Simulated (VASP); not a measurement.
Set up this calculation in VASP 6.6.1, as the native input.

```
Task                   : single point
Functional             : PBE
Potentials or basis    : VASP PAW PBE potentials, release 64 (K_sv, Cl)
Cutoff                 : 520 eV
k mesh                 : 10 × 10 × 10
Occupations            : gaussian, width 0.05 eV
Spin                   : no spin polarisation
Dipole correction      : no
Further INCAR settings : ALGO = Normal; EDIFF = 1e-07; NBANDS = 15
```

The structure of KCl lies in POSCAR:

```
KCl
1.0
    0.0000000000      3.1708019560      3.1708019560
    3.1708019560      0.0000000000      3.1708019560
    3.1708019560      3.1708019560      0.0000000000
K Cl
1 1
Direct
    0.0000000000      0.0000000000      0.0000000000
    0.5000000000      0.5000000000      0.5000000000
```

These files were run (other wordings do the same):

INCAR

```
SYSTEM = KCl
ALGO = Normal ; EDIFF = 1E-7
ENCUT = 520 ; GGA = PE
ISIF = 2 ; ISMEAR = 0
LASPH = .True. ; LCHARG = .False.
LREAL = .False. ; LWAVE = .False.
NBANDS = 15 ; NELM = 100
PREC = Accurate ; SIGMA = 0.05
```

KPOINTS

```
k-points
0
Gamma
  10 10 10
  0 0 0
```

Potentials or basis: VASP PAW PBE potentials, release 64 (K_sv, Cl).

The run is started by

```console
$ cat potpaw_PBE.64/K_sv/POTCAR potpaw_PBE.64/Cl/POTCAR > POTCAR
$ mpirun -np 1 vasp_std > vasp.out
```

Results of the run:

* Pressure: 0.3 GPa
* Band gap on the k mesh: 5.11 eV, direct

Wall time 61 s on 1 thread of AMD EPYC 9R45 (Zen 5), with other jobs on the host, peak memory 0.18 GiB.
